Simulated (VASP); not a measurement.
Set up this calculation in VASP 6.6.1, as the native input.

```yaml
Task: single point
Functional: PBE
Potentials_or_basis: VASP PAW PBE potentials, release 64 (Si)
Cutoff: 520 eV
k_mesh: 16 × 16 × 16
Occupations: fermi-dirac, width 0.05 eV
Spin: no spin polarisation
Dipole_correction: no
Further_INCAR_settings: ALGO = Normal; EDIFF = 1e-06; NBANDS = 11
```

The structure of Si lies in POSCAR:

```
Si
1.0
   -2.3056525000      2.3831400000      1.2732375000
    2.2674025000     -2.4213900000      1.2767625000
    2.2345975000      2.3538600000     -1.3442925000
Si
2
Direct
    0.8070000000      0.5570000000      0.2500000000
    0.1930000000      0.4430000000      0.7500000000
```

This cell differs from its parent crystal: equal xy, yz and zx shear strains of -3 %.

The input as run:

INCAR

```
  PREC = Accurate
  ENCUT = 520
  EDIFF = 1E-6
  ISMEAR = -1
  SIGMA = 0.05
  LREAL = F
  LASPH = T
  NELM = 100
  ALGO = Normal
  ISIF = 2
  LWAVE = F
  LCHARG = F
  GGA = PE
  NBANDS = 11
```

KPOINTS

```
regular mesh
0
Gamma
  16 16 16
```

Potentials or basis: VASP PAW PBE potentials, release 64 (Si).

Run with:

```console
$ cat potpaw_PBE.64/Si/POTCAR > POTCAR
$ mpirun -np 1 vasp_std > vasp.out
```

Results of the run:

- Pressure: 15.7 GPa
- Largest force: 0.112 eV/Å
- Band gap on the k mesh: zero (bands 4 and 5 overlap by 7.56 eV)

Caveat: the cell differs from its parent crystal (equal xy, yz and zx shear strains of -3 %); the cell stands under pressure.

Run time: 3 min on 1 thread of Intel(R) Xeon(R) 6975P-C (Granite Rapids), with other jobs on the host, peak memory 0.55 GiB.
